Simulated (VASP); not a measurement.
Here is a VASP 6.6.1 calculation.

Contents of INCAR:

```
SYSTEM = Ga
PREC = Accurate
ENCUT = 520
EDIFF = 1E-6
ISMEAR = 0
SIGMA = 0.1
LREAL = .False.
LASPH = .True.
NELM = 80
ALGO = Normal
ISIF = 2
LWAVE = .False.
LCHARG = .True.
GGA = PE
LELF = .True.
LVHAR = .True.
NBANDS = 48
```

Contents of KPOINTS:

```
Automatic mesh
0
Gamma
  8 8 8
  0 0 0
```

POSCAR

```
Ga
1.0
   -3.0519850374      3.0519850374      3.0519850374
    3.0519850374     -3.0519850374      3.0519850374
    3.0519850374      3.0519850374     -3.0519850374
Ga
6
Direct
    0.2500000000      0.6250000000      0.3750000000
    0.3750000000      0.2500000000      0.6250000000
    0.7500000000      0.8750000000      0.1250000000
    0.1250000000      0.7500000000      0.8750000000
    0.6250000000      0.3750000000      0.2500000000
    0.8750000000      0.1250000000      0.7500000000
```

Potentials or basis: VASP PAW PBE potentials, release 64 (Ga_d).

Launch:

```sh
$ cat potpaw_PBE.64/Ga_d/POTCAR > POTCAR
$ mpirun -np 1 vasp_std > vasp.out
```

Question: What does it give for the band gap on the k mesh?

Answer: Zero (bands 39 and 40 overlap by 3.63 eV).

Question: Estimate the pressure.

Answer: 0.1 GPa.
